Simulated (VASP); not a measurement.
Here is a VASP 6.6.1 calculation.

The input INCAR:

```
SYSTEM = SiNi
PREC     = Accurate       ! precision mode
ENCUT    = 520            ! plane-wave cutoff, eV
EDIFF    = 1E-7           ! SCF threshold, eV
ISMEAR   = -1             ! smearing method
SIGMA    = 0.1            ! smearing width, eV
LREAL    = .False.        ! projectors in reciprocal space
LASPH    = .True.         ! aspherical terms in the spheres
NELM     = 60             ! most SCF steps
ALGO     = Normal         ! electronic algorithm
ISIF     = 2              ! what is computed and relaxed
LWAVE    = .False.        ! write WAVECAR
LCHARG   = .False.        ! write CHGCAR
GGA      = PE             ! functional
NBANDS   = 22             ! bands
```

Contents of KPOINTS:

```
regular mesh
0
Gamma
  11 11 6
  0 0 0
```

Contents of POSCAR:

```
SiNi
1.0
    2.9717770294      0.0000000000      0.0000000000
   -1.4858885147      2.5736344018      0.0000000000
    0.0000000000      0.0000000000      4.3075948854
Ni Si
2 2
Direct
    0.0000000000      0.0000000000      0.0000000000
    0.0000000000      0.0000000000      0.5000000000
    0.3333333333      0.6666666667      0.2500000000
    0.6666666667      0.3333333333      0.7500000000
```

Potentials or basis: VASP PAW PBE potentials, release 64 (Ni, Si).

Launch:

```sh
$ cat potpaw_PBE.64/Ni/POTCAR potpaw_PBE.64/Si/POTCAR > POTCAR
$ mpirun -np 1 vasp_std > vasp.out
```

Predict the band gap on the k mesh.

zero (band 14 reaches 22.58 eV, above the bottom of band 15 at 15.03 eV).

Estimate the pressure.

194.7 GPa.

Stress tensor (GPa, compression positive):
```
194.76   0.00   0.00
  0.00 194.76   0.00
  0.00   0.00 194.58
```

 Spin polarisation is off, so any magnetic state and its effect on volume and gap are missing.
